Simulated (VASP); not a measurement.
Crystal: InSe2.

```
In Se
1.0
     3.89489    0.00000    0.00000
     0.00000    3.89489    0.00000
     0.00000    0.00000    9.62623
In Se
2 4
Direct
  0.00000 0.50000 0.70647
  0.50000 0.00000 0.29353
  0.00000 0.50000 0.36621
  0.50000 0.00000 0.63379
  0.00000 0.00000 0.00000
  0.50000 0.50000 0.00000
```

Base run:

| Item | Value |
| --- | --- |
| Program | VASP 6.6.1 |
| Functional | PBEsol |
| Potentials or basis | VASP PAW PBE potentials, release 64 (In_d, Se) |
| Cutoff | 520 eV |
| k mesh | 5 × 5 × 2 |
| Occupations | gaussian, width 0.1 eV |
| Spin | no spin polarisation |

Its results: band gap on the k mesh zero (bands 25 and 26 overlap by 1.63 eV); pressure -3.5 GPa; largest force 0.096 eV/Å.

**Question.** The run is repeated on the same cell with these changes: k mesh from 5 × 5 × 2 to 2 × 2 × 1. What comes out?

**Answer.** Band gap on the k mesh zero (bands 25 and 26 overlap by 1.42 eV); pressure -1.0 GPa; largest force 0.232 eV/Å.

Caveats: some runs use coarse meshes; the PAW data sets were made with another functional, which shifts forces and pressure a little; spin-orbit coupling is left out, which moves the levels of the heavy elements; the cell stands under tension (at least some runs).
